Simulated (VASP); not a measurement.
# Ti in VASP: single point with r2SCAN

Aim: the single point of Ti with r2SCAN.

Program: VASP 6.6.1. These are calculated values, not measurements. Logs are shortened: lines on timing, memory, paths and dates and some standing lists are left out, and cuts for length are marked.

**1. The cell of the first run**

The cell holds a wire or tube with vacuum around it, 2 atoms: a = 11.300 Å, b = 9.300 Å, c = 2.740 Å, α = 90.00°, β = 90.00°, γ = 90.00°.

**2. Single point, r2SCAN, collinear spin**

POSCAR

```
Ti
1.0
   11.3000000000      0.0000000000      0.0000000000
    0.0000000000      9.3000000000      0.0000000000
    0.0000000000      0.0000000000      2.7400977088
Ti
2
Direct
    0.3970576082      0.5000000000      0.0000000000
    0.6029423918      0.5000000000      0.5000000000
```

INCAR.step1

```
PREC = Accurate
ENCUT = 520
ISMEAR = 0
SIGMA = 0.05
LREAL = F
LASPH = T
NELM = 150
ISPIN = 2
MAGMOM = 1.5 1.5
LMAXMIX = 4
NBANDS = 23
GGA = PE
ALGO = Normal
EDIFF = 1E-4
LWAVE = T
LCHARG = F
```

INCAR.step2

```
PREC = Accurate
ENCUT = 520
EDIFF = 1E-6
ISMEAR = 0
SIGMA = 0.05
LREAL = F
LASPH = T
NELM = 150
ALGO = Normal
ISIF = 2
LWAVE = F
LCHARG = F
ISPIN = 2
MAGMOM = 1.5 1.5
LORBIT = 11
LMAXMIX = 4
METAGGA = R2SCAN
LMIXTAU = T
NBANDS = 23
ISTART = 1
```

KPOINTS

```
regular mesh
0
Gamma
  1 1 23
```

Potentials or basis: VASP PAW PBE potentials, release 64 (Ti_sv).

On the command line:

```bash
$ cat potpaw_PBE.64/Ti_sv/POTCAR > POTCAR
$ cp INCAR.step1 INCAR
$ mpirun -np 1 vasp_std > vasp.out
$ cp INCAR.step2 INCAR
$ mpirun -np 1 vasp_std > vasp.out
```

OUTCAR:

```text
PREC = Accurate
   ENCUT = 520
   EDIFF = 1E-6
   ISMEAR = 0
   LREAL = F
   LASPH = T
   NELM = 150
   ISIF = 2
   ISPIN = 2
   LORBIT = 11
   METAGGA = R2SCAN
   ISTART = 1

 ion  position               nearest neighbor table
   1  0.397  0.500  0.000-   2 2.70   2 2.70
   2  0.603  0.500  0.500-   1 2.70   1 2.70

  LATTYP: Found a simple orthorhombic cell.
 ALAT       =     2.7400977088
 B/A-ratio  =     3.3940395520
 C/A-ratio  =     4.1239405309

  Lattice vectors:

 A1 = (   0.0000000000,   0.0000000000,  -2.7400977088)
 A2 = (   0.0000000000,   9.3000000000,   0.0000000000)
 A3 = (  11.3000000000,   0.0000000000,   0.0000000000)

Analysis of symmetry for initial positions (statically):
=====================================================================
 Subroutine PRICEL returns:
 Original cell was already a primitive cell.

 Routine SETGRP: Setting up the symmetry group for a
 simple orthorhombic supercell.

 Subroutine GETGRP returns: Found  8 space group operations
 (whereof  4 operations were pure point group operations)
 out of a pool of  8 trial point group operations.

The static configuration has the point symmetry C_2v.
 The point group associated with its full space group is D_2h.

Analysis of symmetry for dynamics (positions and initial velocities):
=====================================================================
 Subroutine PRICEL returns:
 Original cell was already a primitive cell.

 Routine SETGRP: Setting up the symmetry group for a
 simple orthorhombic supercell.

 Subroutine GETGRP returns: Found  8 space group operations
 (whereof  4 operations were pure point group operations)
 out of a pool of  8 trial point group operations.

The dynamic configuration has the point symmetry C_2v.
 The point group associated with its full space group is D_2h.

Analysis of structural, dynamic, and magnetic symmetry:
=====================================================================
 Subroutine PRICEL returns:
 Original cell was already a primitive cell.

 Routine SETGRP: Setting up the symmetry group for a
 simple orthorhombic supercell.

 Subroutine GETGRP returns: Found  8 space group operations
 (whereof  4 operations were pure point group operations)
 out of a pool of  8 trial point group operations.

The overall configuration has the point symmetry C_2v.
 The point group associated with its full space group is D_2h.

 Subroutine INISYM returns: Found  8 space group operations
 (whereof  4 operations are pure point group operations),
 and found     1 'primitive' translations

----------------------------------------------------------------------------------------

                                     Primitive cell

  volume of cell :     287.9569

  direct lattice vectors                    reciprocal lattice vectors
    11.300000000  0.000000000  0.000000000     0.088495575  0.000000000  0.000000000
     0.000000000  9.300000000  0.000000000     0.000000000  0.107526882  0.000000000
     0.000000000  0.000000000  2.740097709     0.000000000  0.000000000  0.364950489

  length of vectors
    11.300000000  9.300000000  2.740097709     0.088495575  0.107526882  0.364950489

  position of ions in fractional coordinates (direct lattice)
     0.397057608  0.500000000  0.000000000
     0.602942392  0.500000000  0.500000000

  ion indices of the primitive-cell ions
   primitive index   ion index
                 1           1
                 2           2

----------------------------------------------------------------------------------------

 KPOINTS: regular mesh

Automatic generation of k-mesh.
 Grid dimensions read from file:
 generate k-points for:    1    1   23

 Generating k-lattice:

  Cartesian coordinates                     Fractional coordinates (reciprocal lattice)
     0.088495575  0.000000000  0.000000000     1.000000000  0.000000000  0.000000000
     0.000000000  0.107526882  0.000000000     0.000000000  1.000000000  0.000000000
     0.000000000  0.000000000  0.015867413     0.000000000  0.000000000  0.043478261

  Length of vectors
     0.088495575  0.107526882  0.015867413

  Shift w.r.t. Gamma in fractional coordinates (k-lattice)
     0.000000000  0.000000000  0.000000000

 Subroutine IBZKPT returns following result:
 ===========================================

 Found     12 irreducible k-points:

 Following reciprocal coordinates:
            Coordinates               Weight
  0.000000  0.000000  0.000000      1.000000
  0.000000  0.000000  0.043478      2.000000
  0.000000  0.000000  0.086957      2.000000
  0.000000  0.000000  0.130435      2.000000
  0.000000  0.000000  0.173913      2.000000
  0.000000  0.000000  0.217391      2.000000
  0.000000  0.000000  0.260870      2.000000
  0.000000  0.000000  0.304348      2.000000
  0.000000  0.000000  0.347826      2.000000
  0.000000  0.000000  0.391304      2.000000
  0.000000  0.000000  0.434783      2.000000
  0.000000  0.000000  0.478261      2.000000
   k-points           NKPTS =     12   k-points in BZ     NKDIM =     12   number of bands    NBANDS=     23
   number of dos      NEDOS =    301   number of ions     NIONS =      2
   total plane-waves  NPLWV = 117600
   dimension x,y,z NGX =    84 NGY =   70 NGZ =   20
   dimension x,y,z NGXF=   168 NGYF=  140 NGZF=   40
   ions per type =               2
   NGX,Y,Z   is equivalent  to a cutoff of  12.36, 12.51, 12.13 a.u.
   NGXF,Y,Z  is equivalent  to a cutoff of  24.72, 25.03, 24.27 a.u.
 SYSTEM =  unknown system
   PREC   = accura    normal or accurate (medium, high low for compatibility)
   ISTART =      1    job   : 0-new  1-cont  2-samecut
   ICHARG =      0    charge: 1-file 2-atom 10-const
   ISPIN  =      2    spin polarized calculation?
   LNONCOLLINEAR =      F non collinear calculations
   LSORBIT =      F    spin-orbit coupling
   LASPH  =      T    aspherical Exc in radial PAW
   ENCUT  =  520.0 eV  38.22 Ry    6.18 a.u.  21.01 17.29  5.09*2*pi/ulx,y,z
   NELM   =    150;   NELMIN=  2; NELMDL=  0     # of ELM steps
   EDIFF  = 0.1E-05   stopping-criterion for ELM
   LREAL  =      F    real-space projection
   EDIFFG = 0.1E-04   stopping-criterion for IOM
   NSW    =      0    number of steps for IOM
   IBRION =     -1    ionic relax: 0-MD 1-quasi-New 2-CG
   NFREE  =      0    steps in history (QN), initial steepest desc. (CG)
   ISIF   =      2    stress and relaxation
   ISYM   =      2    0-nonsym 1-usesym 2-fastsym
   POTIM  = 0.5000    time-step for ionic-motion
   TEBEG  =    0.0;   TEEND  =   0.0 temperature during run
   PSTRESS=    0.0 pullay stress
   NELECT =      24.0000    total number of electrons
   NUPDOWN=      -1.0000    fix difference up-down
   EMIN   =  10.00;   EMAX   =-10.00  energy-range for DOS
   EFERMI =   0.00;   METHOD = LEGACY
   ISMEAR =     0;   SIGMA  =   0.05  broadening in eV -4-tet -1-fermi 0-gaus
   EFERMI_NEDOS =   21; number of points for ismear=-14 and -15
   IALGO  =     38    algorithm
   IMIX   =      4    mixing-type and parameters
     AMIX     =   0.40;   BMIX     =  1.00
     AMIX_MAG =   1.60;   BMIX_MAG =  1.00
  volume/ion in A,a.u.               =     143.98       971.61
  Fermi-wavevector in a.u.,A,eV,Ry     =   0.715104  1.351351  6.957669  0.511374
  Thomas-Fermi vector in A             =   1.803178
   LORBIT       =     11    0 simple, 1 ext, 2 COOP (PROOUT), +10 PAW based schemes
   METAGGA = R2SCAN    functional components
   LHFCALC =     F    Hartree Fock is set to
   AEXX    =    0.0000 exact exchange contribution
   IVDW    =     0    specifies the selected vdW correction
   LEPSILON=     F    determine dielectric tensor
   LRPA    =     F    only Hartree local field effects (RPA)
 spin polarized calculation
 Gauss-broadening in eV      SIGMA  =   0.05
  energy-cutoff  :      520.00
  volume of cell :      287.96
 maximum number of plane-waves:      7790
   NGX = 43   NGY = 35   NGZ = 11

 number of electron      24.0000002 magnetization       1.3124451

 Free energy of the ion-electron system (eV)
  ---------------------------------------------------
  ext. energy  EPLUGINS =         0.00000000
  ---------------------------------------------------
  free energy    TOTEN  =       -20.36345928 eV

  energy without entropy =      -20.36033234  energy(sigma->0) =      -20.36189581

 E-fermi :  -1.7770     XC(G=0):  -2.9856

 val. band max:       -1.7992361853   @ k =   0.0000   0.0000   0.3913
 cond. band min:      -1.7456301173   @ k =   0.0000   0.0000   0.2174
 fundamental gap:      0.0536060679
 Fermi energy:        -1.7769859093

 spin component 1

 k-point     1 :       0.0000    0.0000    0.0000
  band No.  band energies     occupation
      1     -61.3421      1.00000
      2     -61.2482      1.00000
      3     -36.7611      1.00000
      4     -36.7281      1.00000
      5     -36.6516      1.00000
      6     -36.2853      1.00000
[... 15 lines left out ...]
     22       1.2890      0.00000
     23       1.5231      0.00000
[... 262 lines left out ...]
  band No.  band energies     occupation
      1     -61.2152      1.00000
      2     -61.2087      1.00000
      3     -36.7562      1.00000
      4     -36.7560      1.00000
      5     -36.6219      1.00000
      6     -36.6167      1.00000
[... 15 lines left out ...]
     22       4.4235      0.00000
     23       4.6833      0.00000
 Fermi energy:        -1.7769859093

 spin component 2

 k-point     1 :       0.0000    0.0000    0.0000
  band No.  band energies     occupation
      1     -60.9575      1.00000
      2     -60.8602      1.00000
      3     -36.4439      1.00000
      4     -36.3445      1.00000
      5     -36.2620      1.00000
      6     -35.9468      1.00000
[... 15 lines left out ...]
     22       1.7952      0.00000
     23       1.9842      0.00000
[... 263 lines left out ...]
      1     -60.8300      1.00000
      2     -60.8233      1.00000
      3     -36.3481      1.00000
      4     -36.3379      1.00000
      5     -36.2343      1.00000
      6     -36.2287      1.00000
[... 15 lines left out ...]
     22       4.8047      0.00000
     23       4.9283      0.00000

------------------------ aborting loop because EDIFF is reached ----------------------------------------

  FORCE on cell =-STRESS in cart. coord.  units (eV):
  Direction    XX          YY          ZZ          XY          YZ          ZX
  --------------------------------------------------------------------------------------
  -------------------------------------------------------------------------------------
  Total       -3.9780540      0.0319657     -2.9611260      0.0000000      0.0000000      0.0000000
  in kB      -22.1336897      0.1778556    -16.4755539      0.0000000      0.0000000      0.0000000
  external PRESSURE =     -12.8104627 kB  Pullay stress =       0.0000000 kB

 VOLUME and BASIS-vectors are now :
 -----------------------------------------------------------------------------
  energy-cutoff  :      520.00
  volume of cell :      287.96
      direct lattice vectors                 reciprocal lattice vectors
    11.300000000  0.000000000  0.000000000     0.088495575  0.000000000  0.000000000
     0.000000000  9.300000000  0.000000000     0.000000000  0.107526882  0.000000000
     0.000000000  0.000000000  2.740097709     0.000000000  0.000000000  0.364950489

 POSITION                                       TOTAL-FORCE (eV/Angst)
 -----------------------------------------------------------------------------------
      4.48675      4.65000      0.00000         1.754633      0.000000      0.000000
      6.81325      4.65000      1.37005        -1.754633      0.000000      0.000000
 -----------------------------------------------------------------------------------
    total drift:                                0.000000     -0.000000     -0.000000

  FREE ENERGIE OF THE ION-ELECTRON SYSTEM (eV)
  ---------------------------------------------------
  free  energy   TOTEN  =       -20.3634592847 eV

  energy  without entropy=      -20.3603323398  energy(sigma->0) =      -20.36189581

 total charge

# of ion       s       p       d       tot
------------------------------------------
    1        2.242   6.016   1.944  10.201
    2        2.242   6.016   1.944  10.201
--------------------------------------------------
tot          4.483  12.031   3.887  20.402

 magnetization (x)

# of ion       s       p       d       tot
------------------------------------------
    1        0.019   0.007   0.297   0.323
    2        0.019   0.007   0.297   0.323
--------------------------------------------------
tot          0.038   0.014   0.594   0.646
```

Wall time 23 min (1 thread of Oxide Virtual Turin-like, shared host); peak memory 0.52 GiB.

Results:

* Free energy: -20.3635 eV
* Largest force: 1.755 eV/Å
* Net moment: 1.31 μB per cell
* Site moments: Ti +0.32 μB
* Valence electrons inside the program's atomic spheres: Ti 10.20

Forces on the atoms (eV/Å):
```
Ti   1.755  0.000  0.000
Ti  -1.755  0.000  0.000
```

Caveat: the PAW data sets were made with another functional, which shifts forces and pressure a little.
